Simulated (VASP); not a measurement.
# SnO2 (I4_1/amd) in VASP: relaxation of shape and atoms at fixed volume with LDA

Aim: the relaxation of shape and atoms at fixed volume of SnO2 with LDA.

Program: VASP 6.6.1. These are calculated values, not measurements. Logs are shortened: lines on timing, memory, paths and dates and some standing lists are left out, and cuts for length are marked.

## (1) The cell of the first run

Symmetry: I4_1/amd, No. 141, tetragonal system. The conventional cell has a = 4.012 Å, b = 4.012 Å, c = 10.281 Å, α = 90.00°, β = 90.00°, γ = 90.00°. Within 2.7 Å of Sn (site symmetry -4m2) lie 6 O at 2.06 to 2.09 Å. Within 2.7 Å of O (site symmetry 2mm) lie 3 Sn at 2.06 to 2.09 Å and 2 O at 2.57 Å.

## (2) Relaxation of shape and atoms at fixed volume, LDA (13.79 Å³/atom)

The input, INCAR:

```
SYSTEM = SnO2
  ALGO = Normal
  EDIFF = 1E-7
  EDIFFG = -0.01
  ENCUT = 600
  IBRION = 2
  ISIF = 4
  ISMEAR = 0
  LASPH = .TRUE.
  LCHARG = .FALSE.
  LREAL = .FALSE.
  LWAVE = .FALSE.
  NELM = 100
  NSW = 50
  PREC = Accurate
  SIGMA = 0.02
```

The input, KPOINTS:

```
k-points
0
G
  10 10 10
  0 0 0
```

The input, POSCAR:

```
SnO2
1.0
   -2.0057788015      2.0057788015      5.1405687708
    2.0057788015     -2.0057788015      5.1405687708
    2.0057788015      2.0057788015     -5.1405687708
Sn O
2 4
Direct
    0.7500000000      0.2500000000      0.5000000000
    0.0000000000      0.0000000000      0.0000000000
    0.7969975833      0.7969975833      0.0000000000
    0.9530024167      0.4530024167      0.5000000000
    0.2030024167      0.2030024167      0.0000000000
    0.5469975833      0.0469975833      0.5000000000
```

Potentials or basis: VASP PAW LDA potentials, release 64 (Sn_d, O).

Started as:

```
cat potpaw_LDA.64/Sn_d/POTCAR potpaw_LDA.64/O/POTCAR > POTCAR
mpirun -np 1 vasp_std > vasp.out
```

OUTCAR:

```text
SYSTEM = SnO2
   EDIFF = 1E-7
   EDIFFG = -0.01
   ENCUT = 600
   IBRION = 2
   ISIF = 4
   ISMEAR = 0
   LASPH = .TRUE.
   LREAL = .FALSE.
   NELM = 100
   NSW = 50
   PREC = Accurate

 ion  position               nearest neighbor table
   1  0.750  0.250  0.500-   3 2.06   5 2.06   3 2.06   5 2.06   4 2.09   6 2.09   2 3.26   2 3.26
                             2 3.26   2 3.26
   2  0.000  0.000  0.000-   6 2.06   4 2.06   6 2.06   4 2.06   3 2.09   5 2.09   1 3.26   1 3.26
                             1 3.26   1 3.26
   3  0.797  0.797  0.000-   1 2.06   1 2.06   2 2.09
   4  0.953  0.453  0.500-   2 2.06   2 2.06   1 2.09
   5  0.203  0.203  0.000-   1 2.06   1 2.06   2 2.09
   6  0.547  0.047  0.500-   2 2.06   2 2.06   1 2.09

  LATTYP: Found a body centered tetragonal cell.
 ALAT       =     4.0115576030
 C/A-ratio  =     2.5628792003

  Lattice vectors:

 A1 = (  -2.0057788015,   2.0057788015,   5.1405687708)
 A2 = (   2.0057788015,  -2.0057788015,   5.1405687708)
 A3 = (   2.0057788015,   2.0057788015,  -5.1405687708)

Analysis of symmetry for initial positions (statically):
=====================================================================
 Subroutine PRICEL returns:
 Original cell was already a primitive cell.

 Routine SETGRP: Setting up the symmetry group for a
 body centered tetragonal supercell.

 Subroutine GETGRP returns: Found 16 space group operations
 (whereof  8 operations were pure point group operations)
 out of a pool of 16 trial point group operations.

The static configuration has the point symmetry D_2d.
 The point group associated with its full space group is D_4h.

Analysis of symmetry for dynamics (positions and initial velocities):
=====================================================================
 Subroutine PRICEL returns:
 Original cell was already a primitive cell.

 Routine SETGRP: Setting up the symmetry group for a
 body centered tetragonal supercell.

 Subroutine GETGRP returns: Found 16 space group operations
 (whereof  8 operations were pure point group operations)
 out of a pool of 16 trial point group operations.

The dynamic configuration has the point symmetry D_2d.
 The point group associated with its full space group is D_4h.

 Subroutine INISYM returns: Found 16 space group operations
 (whereof  8 operations are pure point group operations),
 and found     1 'primitive' translations

----------------------------------------------------------------------------------------

                                     Primitive cell

  volume of cell :      82.7251

  direct lattice vectors                    reciprocal lattice vectors
    -2.005778801  2.005778801  5.140568771     0.000000000  0.249279731  0.097265502
     2.005778801 -2.005778801  5.140568771     0.249279731  0.000000000  0.097265502
     2.005778801  2.005778801 -5.140568771     0.249279731  0.249279731  0.000000000

  length of vectors
     5.871264301  5.871264301  5.871264301     0.267583561  0.267583561  0.352534776

  position of ions in fractional coordinates (direct lattice)
     0.750000000  0.250000000  0.500000000
     0.000000000  0.000000000  0.000000000
     0.796997583  0.796997583  0.000000000
     0.953002417  0.453002417  0.500000000
     0.203002417  0.203002417  0.000000000
     0.546997583  0.046997583  0.500000000

  ion indices of the primitive-cell ions
   primitive index   ion index
                 1           1
                 2           2
                 3           3
                 4           4
                 5           5
                 6           6

----------------------------------------------------------------------------------------

 KPOINTS: k-points

Automatic generation of k-mesh.
 Grid dimensions read from file:
 generate k-points for:   10   10   10

 Generating k-lattice:

  Cartesian coordinates                     Fractional coordinates (reciprocal lattice)
     0.000000000  0.024927973  0.009726550     0.100000000  0.000000000 -0.000000000
     0.024927973  0.000000000  0.009726550     0.000000000  0.100000000 -0.000000000
     0.024927973  0.024927973  0.000000000     0.000000000  0.000000000  0.100000000

  Length of vectors
     0.026758356  0.026758356  0.035253478

  Shift w.r.t. Gamma in fractional coordinates (k-lattice)
     0.000000000  0.000000000  0.000000000

 Subroutine IBZKPT returns following result:
 ===========================================

 Found    102 irreducible k-points:

 Following reciprocal coordinates:
            Coordinates               Weight
  0.000000  0.000000  0.000000      1.000000
  0.100000 -0.000000  0.000000      8.000000
  0.200000 -0.000000  0.000000      8.000000
  0.300000  0.000000  0.000000      8.000000
  0.400000  0.000000  0.000000      8.000000
  0.500000  0.000000  0.000000      4.000000
[... 16 lines left out ...]
  0.300000  0.300000  0.000000      8.000000
  0.400000  0.300000  0.000000     16.000000
 [... further k-points ...]
   k-points           NKPTS =    102   k-points in BZ     NKDIM =    102   number of bands    NBANDS=     31
   number of dos      NEDOS =    301   number of ions     NIONS =      6
   total plane-waves  NPLWV = 110592
   dimension x,y,z NGX =    48 NGY =   48 NGZ =   48
   dimension x,y,z NGXF=    96 NGYF=   96 NGZF=   96
   ions per type =               2   4
   NGX,Y,Z   is equivalent  to a cutoff of  13.59, 13.59, 13.59 a.u.
   NGXF,Y,Z  is equivalent  to a cutoff of  27.18, 27.18, 27.18 a.u.
 SYSTEM =  SnO2
   PREC   = accura    normal or accurate (medium, high low for compatibility)
   ISTART =      0    job   : 0-new  1-cont  2-samecut
   ICHARG =      2    charge: 1-file 2-atom 10-const
   ISPIN  =      1    spin polarized calculation?
   LNONCOLLINEAR =      F non collinear calculations
   LSORBIT =      F    spin-orbit coupling
   LASPH  =      T    aspherical Exc in radial PAW
   ENCUT  =  600.0 eV  44.10 Ry    6.64 a.u.  11.73 11.73 11.73*2*pi/ulx,y,z
   NELM   =    100;   NELMIN=  2; NELMDL= -5     # of ELM steps
   EDIFF  = 0.1E-06   stopping-criterion for ELM
   LREAL  =      F    real-space projection
   EDIFFG = -.1E-01   stopping-criterion for IOM
   NSW    =     50    number of steps for IOM
   IBRION =      2    ionic relax: 0-MD 1-quasi-New 2-CG
   NFREE  =      1    steps in history (QN), initial steepest desc. (CG)
   ISIF   =      4    stress and relaxation
   ISYM   =      2    0-nonsym 1-usesym 2-fastsym
   POTIM  = 0.5000    time-step for ionic-motion
   TEBEG  =    0.0;   TEEND  =   0.0 temperature during run
   PSTRESS=    0.0 pullay stress
   NELECT =      52.0000    total number of electrons
   NUPDOWN=      -1.0000    fix difference up-down
   EMIN   =  10.00;   EMAX   =-10.00  energy-range for DOS
   EFERMI =   0.00;   METHOD = LEGACY
   ISMEAR =     0;   SIGMA  =   0.02  broadening in eV -4-tet -1-fermi 0-gaus
   EFERMI_NEDOS =   21; number of points for ismear=-14 and -15
   IALGO  =     38    algorithm
   IMIX   =      4    mixing-type and parameters
     AMIX     =   0.40;   BMIX     =  1.00
     AMIX_MAG =   1.60;   BMIX_MAG =  1.00
  volume/ion in A,a.u.               =      13.79        93.04
  Fermi-wavevector in a.u.,A,eV,Ry     =   1.402373  2.650101 26.757897  1.966650
  Thomas-Fermi vector in A             =   2.525141
   LORBIT       =      0    0 simple, 1 ext, 2 COOP (PROOUT), +10 PAW based schemes
   GGA     = CA    functional components
   LHFCALC =     F    Hartree Fock is set to
   AEXX    =    0.0000 exact exchange contribution
   IVDW    =     0    specifies the selected vdW correction
   LEPSILON=     F    determine dielectric tensor
   LRPA    =     F    only Hartree local field effects (RPA)
 conjugate gradient relaxation of ions
 non-spin polarized calculation
 Gauss-broadening in eV      SIGMA  =   0.02
  energy-cutoff  :      600.00
  volume of cell :       82.73
 maximum number of plane-waves:      2792
   NGX = 23   NGY = 23   NGZ = 23

--------------------------------------- Ionic step        1  -------------------------------------------

 number of electron      52.0000006 magnetization

 Free energy of the ion-electron system (eV)
  ---------------------------------------------------
  ext. energy  EPLUGINS =         0.00000000
  ---------------------------------------------------
  free energy    TOTEN  =       -41.72132900 eV

  energy without entropy =      -41.72132900  energy(sigma->0) =      -41.72132900

------------------------ aborting loop because EDIFF is reached ----------------------------------------

  FORCE on cell =-STRESS in cart. coord.  units (eV):
  Direction    XX          YY          ZZ          XY          YZ          ZX
  --------------------------------------------------------------------------------------
  -------------------------------------------------------------------------------------
  Total       -2.2145564     -2.2145564     -2.5813782      0.0000000      0.0000000      0.0000000
  in kB      -42.8904000    -42.8904000    -49.9948170      0.0000000      0.0000000      0.0000000
  external PRESSURE =     -45.2585390 kB  Pullay stress =       0.0000000 kB

 VOLUME and BASIS-vectors are now :
 -----------------------------------------------------------------------------
  energy-cutoff  :      600.00
  volume of cell :       82.73
      direct lattice vectors                 reciprocal lattice vectors
    -2.005778801  2.005778801  5.140568771     0.000000000  0.249279731  0.097265502
     2.005778801 -2.005778801  5.140568771     0.249279731  0.000000000  0.097265502
     2.005778801  2.005778801 -5.140568771     0.249279731  0.249279731  0.000000000
[... 121 lines left out ...]
 POSITION                                       TOTAL-FORCE (eV/Angst)
 -----------------------------------------------------------------------------------
      0.00000      2.00611      2.56944        -0.000000     -0.000000     -0.000000
      2.00611      2.00611      5.13887        -0.000000     -0.000000     -0.000000
      0.00000      0.00000      8.19981         0.000000     -0.000000      0.015828
     -0.00000      2.00611      4.64737        -0.000000      0.000000     -0.015828
      0.00000      0.00000      2.07793         0.000000     -0.000000     -0.015828
      0.00000      2.00611      0.49151        -0.000000      0.000000      0.015828
 -----------------------------------------------------------------------------------
    total drift:                               -0.000000      0.000000     -0.000000

  FREE ENERGIE OF THE ION-ELECTRON SYSTEM (eV)
  ---------------------------------------------------
  free  energy   TOTEN  =       -41.7241290574 eV

  energy  without entropy=      -41.7241290574  energy(sigma->0) =      -41.72412906

--------------------------------------- Ionic step        5  -------------------------------------------

 number of electron      52.0000005 magnetization

 Free energy of the ion-electron system (eV)
  ---------------------------------------------------
  ext. energy  EPLUGINS =         0.00000000
  ---------------------------------------------------
  free energy    TOTEN  =       -41.72472150 eV

  energy without entropy =      -41.72472150  energy(sigma->0) =      -41.72472150

 E-fermi :   3.7800     XC(G=0): -10.8169

 val. band max:        3.6354326169   @ k =  -0.4000   0.4000   0.0000
 cond. band min:       5.1221599697   @ k =   0.0000   0.0000   0.0000
 fundamental gap:      1.4867273528
 Fermi energy:         3.7800179352

 k-point     1 :       0.0000    0.0000    0.0000
  band No.  band energies     occupation
      1     -16.6168      2.00000
      2     -16.5937      2.00000
      3     -16.4628      2.00000
      4     -15.9623      2.00000
      5     -15.8471      2.00000
      6     -15.8471      2.00000
[... 805 lines left out ...]
     30      11.9304      0.00000
     31      12.4618      0.00000

 [... further k-points ...]
[... 5 lines left out ...]
  --------------------------------------------------------------------------------------
  -------------------------------------------------------------------------------------
  Total       -2.0970640     -2.0970640     -2.0481284      0.0000000      0.0000000      0.0000000
  in kB      -40.6148673    -40.6148673    -39.6671064      0.0000000      0.0000000      0.0000000
  external PRESSURE =     -40.2989470 kB  Pullay stress =       0.0000000 kB

 VOLUME and BASIS-vectors are now :
 -----------------------------------------------------------------------------
  energy-cutoff  :      600.00
  volume of cell :       82.73
      direct lattice vectors                 reciprocal lattice vectors
    -2.003083442  2.003083442  5.154412432     0.000000000  0.249615163  0.097004267
     2.003083442 -2.003083442  5.154412432     0.249615163  0.000000000  0.097004267
     2.003083442  2.003083442 -5.154412432     0.249615163  0.249615163  0.000000000

 POSITION                                       TOTAL-FORCE (eV/Angst)
 -----------------------------------------------------------------------------------
      0.00000      2.00308      2.57721         0.000000      0.000000      0.000000
      0.00000      0.00000      0.00000         0.000000      0.000000      0.000000
      0.00000      0.00000      8.22886        -0.000000      0.000000      0.002013
     -0.00000      2.00308      4.65717         0.000000     -0.000000     -0.002013
      0.00000      0.00000      2.07996        -0.000000      0.000000     -0.002013
      0.00000      2.00308      0.49724         0.000000     -0.000000      0.002013
 -----------------------------------------------------------------------------------
    total drift:                                0.000000      0.000000     -0.000000

  FREE ENERGIE OF THE ION-ELECTRON SYSTEM (eV)
  ---------------------------------------------------
  free  energy   TOTEN  =       -41.7247215025 eV

  energy  without entropy=      -41.7247215025  energy(sigma->0) =      -41.72472150

 reached required accuracy - stopping structural energy minimisation
```

Run time: 22 min. Hardware: 1 thread of AMD EPYC 7R13 (Zen 3), shared host; peak memory 0.41 GiB.

What came out:

| Item | Value |
| --- | --- |
| Free energy | -41.7247 eV |
| Energy gained by relaxing | 0.6 meV/atom |
| Ionic steps | 5 |
| Pressure after relaxing | -4.0 GPa |
| Band gap on the k mesh | 1.49 eV (least direct gap 1.83 eV) |

Forces on the atoms (eV/Å):
```
Sn   0.000  0.000  0.000
Sn   0.000  0.000  0.000
O    0.000  0.000  0.002
O    0.000  0.000 -0.002
O    0.000  0.000 -0.002
O    0.000  0.000  0.002
```

Stress tensor (GPa, compression positive):
```
-4.06  0.00  0.00
 0.00 -4.06  0.00
 0.00  0.00 -3.97
```

The path:
```csv
step,energy change (eV),largest force (eV/Å),pressure (GPa),volume (Å³)
1,0.0000,0.1467,-4.53,82.73
2,-0.0022,0.0101,-4.12,82.73
3,-0.0022,0.0227,-4.15,82.73
4,-0.0028,0.0158,-4.11,82.73
5,-0.0034,0.0020,-4.03,82.73
```

Final structure:
```
CELL_PARAMETERS angstrom
-2.00308 2.00308 5.15441
2.00308 -2.00308 5.15441
2.00308 2.00308 -5.15441
ATOMIC_POSITIONS crystal
Sn 0.75000 0.25000 0.50000
Sn 0.00000 0.00000 0.00000
O 0.79823 0.79823 0.00000
O 0.95177 0.45177 0.50000
O 0.20177 0.20177 0.00000
O 0.54823 0.04823 0.50000
```

Caveat: spin-orbit coupling is left out, which moves the levels of the heavy elements. A k mesh can miss the band edges.
